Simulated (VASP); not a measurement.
# SrO in VASP: further runs, part 2 of 2

VASP 6.6.1. The steps go on from the part before.

## 3. Single point, PBE

This run uses another cell than the first one.

The input, INCAR:

```
SYSTEM = SrO
PREC     = Accurate       ! precision mode
ENCUT    = 520            ! plane-wave cutoff, eV
EDIFF    = 1E-6           ! SCF threshold, eV
ISMEAR   = 0              ! smearing method
SIGMA    = 0.02           ! smearing width, eV
LREAL    = .False.        ! projectors in reciprocal space
LASPH    = .True.         ! aspherical terms in the spheres
NELM     = 80             ! most SCF steps
ALGO     = Normal         ! electronic algorithm
ISIF     = 2              ! what is computed and relaxed
LWAVE    = .False.        ! write WAVECAR
LCHARG   = .False.        ! write CHGCAR
LDIPOL   = .True.       
IDIPOL   = 3            
DIPOL    = 0.5 0.5 0.296
GGA      = PE             ! functional
NBANDS   = 24             ! bands
```

The input, KPOINTS:

```
regular mesh
0
Gamma
  6 6 1
  0 0 0
```

The input, POSCAR:

```
SrO
1.0
    4.8929991993      0.0000000000      0.0000000000
    0.0000000000      4.8929991993      0.0000000000
    0.0000000000      0.0000000000     30.4169015200
Sr O
2 2
Direct
    0.0000000000      0.0000000000      0.2958881263
    0.5000000000      0.5000000000      0.2958881263
    0.5000000000      0.0000000000      0.3049941681
    0.0000000000      0.5000000000      0.2867820845
```

Potentials or basis: VASP PAW PBE potentials, release 64 (Sr_sv, O).

On the command line:

```console
cat potpaw_PBE.64/Sr_sv/POTCAR potpaw_PBE.64/O/POTCAR > POTCAR
mpirun -np 1 vasp_std > vasp.out
```

OUTCAR:

```text
SYSTEM = SrO
   PREC = Accurate
   ENCUT = 520
   EDIFF = 1E-6
   ISMEAR = 0
   LREAL = .False.
   LASPH = .True.
   NELM = 80
   ISIF = 2
   GGA = PE

 ion  position               nearest neighbor table
   1  0.000  0.000  0.296-   3 2.46   4 2.46   4 2.46   3 2.46   2 3.46   2 3.46   2 3.46   2 3.46

   2  0.500  0.500  0.296-   3 2.46   4 2.46   3 2.46   4 2.46   1 3.46   1 3.46   1 3.46   1 3.46

   3  0.500  0.000  0.305-   1 2.46   2 2.46   2 2.46   1 2.46
   4  0.000  0.500  0.287-   1 2.46   2 2.46   1 2.46   2 2.46

  LATTYP: Found a simple tetragonal cell.
 ALAT       =     4.8929991993
 C/A-ratio  =     6.2164125276

  Lattice vectors:

 A1 = (   4.8929991993,   0.0000000000,   0.0000000000)
 A2 = (   0.0000000000,   4.8929991993,   0.0000000000)
 A3 = (   0.0000000000,   0.0000000000,  30.4169015200)

Analysis of symmetry for initial positions (statically):
=====================================================================
 Subroutine PRICEL returns:
 Original cell was already a primitive cell.

 Routine SETGRP: Setting up the symmetry group for a
 simple tetragonal supercell.

 Subroutine GETGRP returns: Found 16 space group operations
 (whereof  4 operations were pure point group operations)
 out of a pool of 16 trial point group operations.

The static configuration has the point symmetry C_2v.
 The point group associated with its full space group is D_4h.

Analysis of symmetry for dynamics (positions and initial velocities):
=====================================================================
 Subroutine PRICEL returns:
 Original cell was already a primitive cell.

 Routine SETGRP: Setting up the symmetry group for a
 simple tetragonal supercell.

 Subroutine GETGRP returns: Found 16 space group operations
 (whereof  4 operations were pure point group operations)
 out of a pool of 16 trial point group operations.

The dynamic configuration has the point symmetry C_2v.
 The point group associated with its full space group is D_4h.

 Subroutine INISYM returns: Found 16 space group operations
 (whereof  4 operations are pure point group operations),
 and found     1 'primitive' translations

----------------------------------------------------------------------------------------

                                     Primitive cell

  volume of cell :     728.2245

  direct lattice vectors                    reciprocal lattice vectors
     4.892999199  0.000000000  0.000000000     0.204373628  0.000000000  0.000000000
     0.000000000  4.892999199  0.000000000     0.000000000  0.204373628  0.000000000
     0.000000000  0.000000000 30.416901520     0.000000000  0.000000000  0.032876458

  length of vectors
     4.892999199  4.892999199 30.416901520     0.204373628  0.204373628  0.032876458

  position of ions in fractional coordinates (direct lattice)
     0.000000000  0.000000000  0.295888126
     0.500000000  0.500000000  0.295888126
     0.500000000  0.000000000  0.304994168
     0.000000000  0.500000000  0.286782084

  ion indices of the primitive-cell ions
   primitive index   ion index
                 1           1
                 2           2
[... 34 lines left out ...]
  0.500000  0.000000  0.000000      2.000000
  0.166667  0.166667  0.000000      4.000000
  0.333333  0.166667  0.000000      8.000000
  0.500000  0.166667  0.000000      4.000000
  0.333333  0.333333  0.000000      4.000000
  0.500000  0.333333  0.000000      4.000000
  0.500000  0.500000  0.000000      1.000000
   k-points           NKPTS =     10   k-points in BZ     NKDIM =     10   number of bands    NBANDS=     24
   number of dos      NEDOS =    301   number of ions     NIONS =      4
   total plane-waves  NPLWV = 311040
   dimension x,y,z NGX =    36 NGY =   36 NGZ =  240
   dimension x,y,z NGXF=    72 NGYF=   72 NGZF=  480
   ions per type =               2   2
   NGX,Y,Z   is equivalent  to a cutoff of  12.23, 12.23, 13.12 a.u.
   NGXF,Y,Z  is equivalent  to a cutoff of  24.46, 24.46, 26.23 a.u.
 SYSTEM =  SrO
   PREC   = accura    normal or accurate (medium, high low for compatibility)
   ISTART =      0    job   : 0-new  1-cont  2-samecut
   ICHARG =      2    charge: 1-file 2-atom 10-const
   ISPIN  =      1    spin polarized calculation?
   LNONCOLLINEAR =      F non collinear calculations
   LSORBIT =      F    spin-orbit coupling
   LASPH  =      T    aspherical Exc in radial PAW
   ENCUT  =  520.0 eV  38.22 Ry    6.18 a.u.   9.10  9.10 56.56*2*pi/ulx,y,z
   NELM   =     80;   NELMIN=  2; NELMDL= -5     # of ELM steps
   EDIFF  = 0.1E-05   stopping-criterion for ELM
   LREAL  =      F    real-space projection
   EDIFFG = 0.1E-04   stopping-criterion for IOM
   NSW    =      0    number of steps for IOM
   IBRION =     -1    ionic relax: 0-MD 1-quasi-New 2-CG
   NFREE  =      0    steps in history (QN), initial steepest desc. (CG)
   ISIF   =      2    stress and relaxation
   ISYM   =      2    0-nonsym 1-usesym 2-fastsym
   POTIM  = 0.5000    time-step for ionic-motion
   TEBEG  =    0.0;   TEEND  =   0.0 temperature during run
   PSTRESS=    0.0 pullay stress
   NELECT =      32.0000    total number of electrons
   NUPDOWN=      -1.0000    fix difference up-down
   EMIN   =  10.00;   EMAX   =-10.00  energy-range for DOS
   EFERMI =   0.00;   METHOD = LEGACY
   ISMEAR =     0;   SIGMA  =   0.02  broadening in eV -4-tet -1-fermi 0-gaus
   EFERMI_NEDOS =   21; number of points for ismear=-14 and -15
   IALGO  =     38    algorithm
   IMIX   =      4    mixing-type and parameters
     AMIX     =   0.40;   BMIX     =  1.00
     AMIX_MAG =   1.60;   BMIX_MAG =  1.00
  volume/ion in A,a.u.               =     182.06      1228.58
  Fermi-wavevector in a.u.,A,eV,Ry     =   0.577701  1.091696  4.540786  0.333738
  Thomas-Fermi vector in A             =   1.620710
   LORBIT       =      0    0 simple, 1 ext, 2 COOP (PROOUT), +10 PAW based schemes
   GGA     = PE    functional components
   LHFCALC =     F    Hartree Fock is set to
   AEXX    =    0.0000 exact exchange contribution
   IVDW    =     0    specifies the selected vdW correction
   LEPSILON=     F    determine dielectric tensor
   LRPA    =     F    only Hartree local field effects (RPA)
 non-spin polarized calculation
 Gauss-broadening in eV      SIGMA  =   0.02
  energy-cutoff  :      520.00
  volume of cell :      728.22
 maximum number of plane-waves:     19659
   NGX = 19   NGY = 19   NGZ =113

 dipolmoment           0.000000      0.000000     -0.000005 electrons x Angstroem

 number of electron      31.9999988 magnetization

 dipolmoment           0.000000      0.000000      0.000000 electrons x Angstroem

 Free energy of the ion-electron system (eV)
  ---------------------------------------------------
  ext. energy  EPLUGINS =         0.00000000
  ---------------------------------------------------
  free energy    TOTEN  =       -22.33872343 eV

  energy without entropy =      -22.33872343  energy(sigma->0) =      -22.33872343

 E-fermi :  -3.0363     XC(G=0):  -1.3974

 val. band max:       -3.1249427465   @ k =   0.0000   0.0000   0.0000
 cond. band min:      -1.1778639918   @ k =   0.0000   0.0000   0.0000
 fundamental gap:      1.9470787548
 Fermi energy:        -3.0363218296

 k-point     1 :       0.0000    0.0000    0.0000
  band No.  band energies     occupation
      1     -36.2081      2.00000
      2     -36.0598      2.00000
      3     -18.7206      2.00000
      4     -18.5213      2.00000
      5     -18.5213      2.00000
      6     -18.4054      2.00000
[... 259 lines left out ...]
     23       2.8098      0.00000
     24       2.8099      0.00000

------------------------ aborting loop because EDIFF is reached ----------------------------------------

 vacuum level on the upper side and lower side of the slab       (xc-potential included)        -0.005        -0.005

  FORCE on cell =-STRESS in cart. coord.  units (eV):
  Direction    XX          YY          ZZ          XY          YZ          ZX
  --------------------------------------------------------------------------------------
  -------------------------------------------------------------------------------------
  Total        0.4084216      0.4084216     -0.0317499      0.0000000      0.0000000      0.0000000
  in kB        0.8985744      0.8985744     -0.0698535      0.0000000      0.0000000      0.0000000
  external PRESSURE =       0.5757651 kB  Pullay stress =       0.0000000 kB

 VOLUME and BASIS-vectors are now :
 -----------------------------------------------------------------------------
  energy-cutoff  :      520.00
  volume of cell :      728.22
      direct lattice vectors                 reciprocal lattice vectors
     4.892999199  0.000000000  0.000000000     0.204373628  0.000000000  0.000000000
     0.000000000  4.892999199  0.000000000     0.000000000  0.204373628  0.000000000
     0.000000000  0.000000000 30.416901520     0.000000000  0.000000000  0.032876458

 POSITION                                       TOTAL-FORCE (eV/Angst)
 -----------------------------------------------------------------------------------
      0.00000      0.00000      9.00000        -0.000000     -0.000000      0.000000
      2.44650      2.44650      9.00000         0.000000      0.000000      0.000000
      2.44650      0.00000      9.27698         0.000000     -0.000000      0.028996
      0.00000      2.44650      8.72302        -0.000000      0.000000     -0.028996
 -----------------------------------------------------------------------------------
    total drift:                                0.000000      0.000000      0.000013

  FREE ENERGIE OF THE ION-ELECTRON SYSTEM (eV)
  ---------------------------------------------------
  free  energy   TOTEN  =       -22.3387234253 eV

  energy  without entropy=      -22.3387234253  energy(sigma->0) =      -22.33872343

 vacuum level on the upper side and lower side of the slab         0.533         0.533
```

It took 9.8 min on 1 thread of Intel Xeon 8259CL, shared host; peak memory 0.74 GiB.

What came out:

```
Free energy            : -22.3387 eV
Largest force          : 0.029 eV/Å
Band gap on the k mesh : 1.95 eV
```

Forces on the atoms (eV/Å):
```
Sr   0.000  0.000  0.000
Sr   0.000  0.000  0.000
O    0.000  0.000  0.029
O    0.000  0.000 -0.029
```

Levels at points of the mesh, in eV from the valence-band top:
```tsv
k point	band 12	band 13	band 14	band 15	band 16	band 17	band 18	band 19	band 20	band 21
(0.00, 0.00, 0.00)	-0.37	-0.03	-0.03	0.00	0.00	1.95	3.12	3.65	3.93	4.03
(0.50, 0.00, 0.00)	-1.31	-0.72	-0.72	-0.18	-0.18	3.42	3.42	4.44	4.44	5.22
(0.50, 0.50, 0.00)	-1.82	-1.14	-1.14	-0.89	-0.89	4.37	4.37	5.07	5.07	5.63
```
